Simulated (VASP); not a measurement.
Here is a VASP 6.6.1 calculation.

The input POSCAR:

```
HfC
1.0
    0.0000000000      2.3403977997      2.3403977997
    2.3403977997      0.0000000000      2.3403977997
    2.3403977997      2.3403977997      0.0000000000
Hf C
1 1
Direct
    0.5000000000      0.5000000000      0.5000000000
    0.0000000000      0.0000000000      0.0000000000
```

Contents of INCAR.step1:

```
SYSTEM = HfC
  ALGO = Normal
  EDIFF = 1E-5
  ENCUT = 520
  GGA = PE
  ISIF = 2
  ISMEAR = -1
  LASPH = .TRUE.
  LCHARG = .FALSE.
  LREAL = .FALSE.
  LWAVE = .TRUE.
  NBANDS = 14
  NELM = 100
  PREC = Accurate
  SIGMA = 0.05
```

File INCAR.step2:

```
SYSTEM = HfC
  ALGO = Normal
  EDIFF = 1E-7
  ENCUT = 520
  GGA = PE
  HFSCREEN = 0.2079
  ISIF = 2
  ISMEAR = -1
  ISTART = 1
  LASPH = .TRUE.
  LCHARG = .FALSE.
  LHFCALC = .TRUE.
  LREAL = .FALSE.
  LWAVE = .FALSE.
  NBANDS = 14
  NELM = 100
  PREC = Accurate
  PRECFOCK = Normal
  SIGMA = 0.05
```

Contents of KPOINTS:

```
k-points
0
G
  6 6 6
  0 0 0
```

Potentials or basis: VASP PAW PBE potentials, release 64 (Hf_pv, C).

Launch:

```bash
$ cat potpaw_PBE.64/Hf_pv/POTCAR potpaw_PBE.64/C/POTCAR > POTCAR
$ cp INCAR.step1 INCAR
$ mpirun -np 1 vasp_std > vasp.out
$ cp INCAR.step2 INCAR
$ mpirun -np 1 vasp_std > vasp.out
```

Task: What does it give for the pressure?

Result: -8.7 GPa.

Task: What does it give for the band gap on the k mesh?

Result: Zero (bands 7 and 8 overlap by 1.60 eV).

Caveat: the k points lie up to 0.39 Å⁻¹ apart, too coarse for converged energies and pressures of a metal; the PAW data sets were made with another functional, which shifts forces and pressure a little; spin-orbit coupling is left out, which moves the levels of the heavy elements.
